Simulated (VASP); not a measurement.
# B (R-3m) in VASP: notebook, part 2 of 2

VASP 6.6.1.

## 4. Electric field gradients, r2SCAN

POSCAR reads:

```
B
1.0
    2.4589500000      1.4196754444      4.1935000000
   -2.4589500000      1.4196754444      4.1935000000
    0.0000000000     -2.8393508888      4.1935000000
B
12
Direct
    0.0101900000      0.6536100000      0.0101900000
    0.0101900000      0.0101900000      0.6536100000
    0.6536100000      0.0101900000      0.0101900000
    0.9898100000      0.3463900000      0.9898100000
    0.3463900000      0.9898100000      0.9898100000
    0.9898100000      0.9898100000      0.3463900000
    0.2211800000      0.6306000000      0.2211800000
    0.2211800000      0.2211800000      0.6306000000
    0.6306000000      0.2211800000      0.2211800000
    0.7788200000      0.3694000000      0.7788200000
    0.3694000000      0.7788200000      0.7788200000
    0.7788200000      0.7788200000      0.3694000000
```

INCAR.step1 reads:

```
PREC = Accurate ; ENCUT = 460
ISMEAR = 0 ; SIGMA = 0.01
LREAL = False ; LASPH = True
NELM = 120 ; NBANDS = 30
GGA = PE ; ALGO = Normal
EDIFF = 1E-5 ; LWAVE = True
LCHARG = False ; GGA_COMPAT = False
```

INCAR.step2 reads:

```
PREC = Accurate ; ENCUT = 460
EDIFF = 1E-7 ; ISMEAR = 0
SIGMA = 0.01 ; LREAL = False
LASPH = True ; NELM = 120
ALGO = Normal ; ISIF = 2
LWAVE = False ; LCHARG = False
METAGGA = R2SCAN ; LMIXTAU = True
LEFG = True ; NBANDS = 30
ISTART = 1 ; GGA_COMPAT = False
```

KPOINTS reads:

```
Automatic mesh
0
Gamma
  6 6 6
```

Potentials or basis: VASP PAW PBE potentials, release 64 (B).

Command:

```
$ cat potpaw_PBE.64/B/POTCAR > POTCAR
$ cp INCAR.step1 INCAR
$ mpirun -np 1 vasp_std > vasp.out
$ cp INCAR.step2 INCAR
$ mpirun -np 1 vasp_std > vasp.out
```

OUTCAR:

```text
PREC = Accurate
   ENCUT = 460
   EDIFF = 1E-7
   ISMEAR = 0
   LREAL = False
   LASPH = True
   NELM = 120
   ISIF = 2
   METAGGA = R2SCAN
   ISTART = 1

 ion  position               nearest neighbor table
   1  0.010  0.654  0.010-   4 1.67   2 1.75   3 1.75   7 1.80  11 1.81  12 1.81
   2  0.010  0.010  0.654-   6 1.67   3 1.75   1 1.75   8 1.80  10 1.81  11 1.81
   3  0.654  0.010  0.010-   5 1.67   2 1.75   1 1.75   9 1.80  10 1.81  12 1.81
   4  0.990  0.346  0.990-   1 1.67   6 1.75   5 1.75  10 1.80   9 1.81   8 1.81
   5  0.346  0.990  0.990-   3 1.67   6 1.75   4 1.75  11 1.80   7 1.81   8 1.81
   6  0.990  0.990  0.346-   2 1.67   4 1.75   5 1.75  12 1.80   9 1.81   7 1.81
   7  0.221  0.631  0.221-  11 1.79  12 1.79   1 1.80   5 1.81   6 1.81   8 2.01   9 2.01
   8  0.221  0.221  0.631-  10 1.79  11 1.79   2 1.80   4 1.81   5 1.81   7 2.01   9 2.01
   9  0.631  0.221  0.221-  10 1.79  12 1.79   3 1.80   4 1.81   6 1.81   8 2.01   7 2.01
  10  0.779  0.369  0.779-   9 1.79   8 1.79   4 1.80   3 1.81   2 1.81  12 2.01  11 2.01
  11  0.369  0.779  0.779-   7 1.79   8 1.79   5 1.80   1 1.81   2 1.81  12 2.01  10 2.01
  12  0.779  0.779  0.369-   7 1.79   9 1.79   6 1.80   3 1.81   1 1.81  10 2.01  11 2.01

  LATTYP: Found a trigonal (rhomboedric) cell.
 ALAT       =     5.0643218421
 COS(alpha) =     0.5284944640

  Lattice vectors:

 A1 = (   2.4589500000,   1.4196754444,   4.1935000000)
 A2 = (  -2.4589500000,   1.4196754444,   4.1935000000)
[... 1048 lines left out ...]
   6      10.377    -1.618    -8.760    -0.000    -0.000    11.620
   7       5.342     0.061    -5.403    -4.574     2.573    -1.485
   8      -2.580     7.983    -5.403    -0.000     0.000     2.971
   9       5.342     0.061    -5.403     4.574    -2.573    -1.485
  10       5.342     0.061    -5.403    -4.574     2.573    -1.485
  11       5.342     0.061    -5.403     4.574    -2.573    -1.485
  12      -2.580     7.983    -5.403    -0.000    -0.000     2.971
---------------------------------------------------------------------

 Electric field gradients after diagonalization (V/A^2)
 (convention: |V_zz| > |V_xx| > |V_yy|)
----------------------------------------------------------------------
 ion       V_xx      V_yy      V_zz     asymmetry (V_yy - V_xx)/ V_zz
----------------------------------------------------------------------
   1      10.377     6.968   -17.345       0.197
   2      10.377     6.968   -17.345       0.197
   3      10.377     6.968   -17.345       0.197
   4      10.377     6.968   -17.345       0.197
   5      10.377     6.968   -17.345       0.197
   6      10.377     6.968   -17.345       0.197
   7      -6.032    -2.580     8.612       0.401
   8      -6.032    -2.580     8.612       0.401
   9      -6.032    -2.580     8.612       0.401
  10      -6.032    -2.580     8.612       0.401
  11      -6.032    -2.580     8.612       0.401
  12      -6.032    -2.580     8.612       0.401
----------------------------------------------------------------------

           NMR quadrupolar parameters

 Cq : quadrupolar parameter    Cq=e*Q*V_zz/h
 eta: asymmetry parameters     (V_yy - V_xx)/ V_zz
 Q  : nuclear electric quadrupole moment in mb (millibarn)
----------------------------------------------------------------------
 ion       Cq(MHz)       eta       Q (mb)
----------------------------------------------------------------------
   1      -0.042       0.197       1.000
   2      -0.042       0.197       1.000
   3      -0.042       0.197       1.000
   4      -0.042       0.197       1.000
   5      -0.042       0.197       1.000
   6      -0.042       0.197       1.000
   7       0.021       0.401       1.000
   8       0.021       0.401       1.000
   9       0.021       0.401       1.000
  10       0.021       0.401       1.000
  11       0.021       0.401       1.000
  12       0.021       0.401       1.000
----------------------------------------------------------------------
```

OUTCAR.step1:

```text
PREC = Accurate
   ENCUT = 460
   ISMEAR = 0
   LREAL = False
   LASPH = True
[... 1052 lines left out ...]
      1.00674      0.58124      4.49946         0.078420      0.045276     -0.041581
      1.00674     -0.58124      8.08104         0.078420     -0.045276      0.041581
     -1.00674     -0.58124      8.08104        -0.078420     -0.045276      0.041581
      0.00000      1.16249      8.08104        -0.000000      0.090552      0.041581
 -----------------------------------------------------------------------------------
    total drift:                               -0.000000      0.000000      0.000000

  FREE ENERGIE OF THE ION-ELECTRON SYSTEM (eV)
  ---------------------------------------------------
  free  energy   TOTEN  =       -80.4452585039 eV

  energy  without entropy=      -80.4452585039  energy(sigma->0) =      -80.44525850
```

OSZICAR.step1:

```text
N       E                     dE             d eps       ncg     rms          rms(c)
DAV:   1     0.585015630449E+02    0.58502E+02   -0.15477E+04  1920   0.100E+03
DAV:   2    -0.800772186209E+02   -0.13858E+03   -0.13177E+03  2408   0.202E+02
DAV:   3    -0.849075094390E+02   -0.48303E+01   -0.47922E+01  2568   0.339E+01
DAV:   4    -0.849417568617E+02   -0.34247E-01   -0.34212E-01  2514   0.298E+00
DAV:   5    -0.849421255889E+02   -0.36873E-03   -0.36867E-03  2512   0.299E-01    0.110E+01
DAV:   6    -0.812555643152E+02    0.36866E+01   -0.42998E+00  2250   0.104E+01    0.610E+00
DAV:   7    -0.804754578032E+02    0.78011E+00   -0.20411E+00  2400   0.687E+00    0.205E+00
DAV:   8    -0.804441539657E+02    0.31304E-01   -0.27282E-01  2300   0.269E+00    0.463E-01
DAV:   9    -0.804449449998E+02   -0.79103E-03   -0.26202E-02  2340   0.887E-01    0.162E-01
DAV:  10    -0.804452115540E+02   -0.26655E-03   -0.42536E-03  2276   0.356E-01    0.404E-02
DAV:  11    -0.804452665311E+02   -0.54977E-04   -0.31118E-04  2368   0.968E-02    0.193E-02
DAV:  12    -0.804452518601E+02    0.14671E-04   -0.78702E-05  2416   0.478E-02    0.689E-03
DAV:  13    -0.804452585039E+02   -0.66437E-05   -0.18768E-05  2082   0.213E-02
   1 F= -.80445259E+02 E0= -.80445259E+02  d E =-.710176E-63
```

Run time: 2.8 min. Hardware: 1 thread of Intel Xeon Platinum 8488C (Sapphire Rapids), shared host; peak memory 0.22 GiB.

Results:

| Quantity | Value |
| --- | --- |
| Free energy | -88.1039 eV |
| Pressure | -3.4 GPa |
| Largest force | 0.230 eV/Å |
| Band gap on the k mesh | 1.53 eV, indirect (least direct gap 1.97 eV) |

Forces on the atoms (eV/Å):
```
B   -0.119  0.069  0.087
B    0.000 -0.138  0.087
B    0.119  0.069  0.087
B    0.119 -0.069 -0.087
B   -0.119 -0.069 -0.087
B    0.000  0.138 -0.087
B   -0.194  0.112 -0.054
B    0.000 -0.224 -0.054
B    0.194  0.112 -0.054
B    0.194 -0.112  0.054
B   -0.194 -0.112  0.054
B    0.000  0.224  0.054
```

Stress tensor (GPa, compression positive):
```
-3.31  0.00  0.00
 0.00 -3.31  0.00
 0.00  0.00 -3.45
```

Levels at points of the mesh, in eV from the valence-band top:
```
           k point  band 14  band 15  band 16  band 17  band 18  band 19  band 20  band 21  band 22  band 23
(0.00, 0.00, 0.00)    -4.63    -1.46    -0.99    -0.99    -0.38     1.59     4.80     4.80     5.00     5.00
(0.50, 0.00, 0.00)    -3.32    -2.81    -2.10    -1.79    -0.75     2.07     3.32     3.86     5.06     5.25
(0.50, 0.50, 0.00)    -3.38    -3.08    -2.82    -2.22    -2.11     1.53     2.81     2.92     3.68     5.65
(0.50, 0.50, 0.50)    -3.71    -3.11    -1.95    -1.95     0.00     2.75     2.90     2.90     5.19     5.19
```

Electric field gradients, principal values (V/Å²):
| atom | least | middle | greatest (by size) |
| --- | --- | --- | --- |
| 1 B | 6.968 | 10.377 | -17.345 |
| 2 B | 6.968 | 10.377 | -17.345 |
| 3 B | 6.968 | 10.377 | -17.345 |
| 4 B | 6.968 | 10.377 | -17.345 |
| 5 B | 6.968 | 10.377 | -17.345 |
| 6 B | 6.968 | 10.377 | -17.345 |
| 7 B | -2.580 | -6.032 | 8.612 |
| 8 B | -2.580 | -6.032 | 8.612 |
| 9 B | -2.580 | -6.032 | 8.612 |
| 10 B | -2.580 | -6.032 | 8.612 |
| 11 B | -2.580 | -6.032 | 8.612 |
| 12 B | -2.580 | -6.032 | 8.612 |

Caveat: without QUAD_EFG the Cq values of the log hold for a quadrupole moment of 1 mb, not for the nuclei; the PAW data sets were made with another functional, which shifts forces and pressure a little.

## 5. Summary

| level | potentials or basis | k mesh | cutoff (eV) | smearing | gap on the mesh (eV) | pressure (GPa) | largest force (eV/Å) |
| --- | --- | --- | --- | --- | --- | --- | --- |
| LDA | VASP PAW LDA potentials, release 64 (B) | 6 × 6 × 6 | 420 | gaussian 0.01 eV | 1.44 | -10.3 | 0.34 |
| PBEsol | VASP PAW PBE potentials, release 64 (B) | 7 × 7 × 7 | 420 | fermi-dirac 0.02 eV | 1.41 | -4.8 | 0.20 |
| r2SCAN | VASP PAW PBE potentials, release 64 (B) | 6 × 6 × 6 | 460 | gaussian 0.01 eV | 1.53 | -3.4 | 0.23 |

Alike in all rows: task electric field gradients; no spin polarisation; cell as given.

Caveats: the PAW data sets were made with another functional, which shifts forces and pressure a little (some runs).

Absolute energies hang on the potentials; compare differences alone.
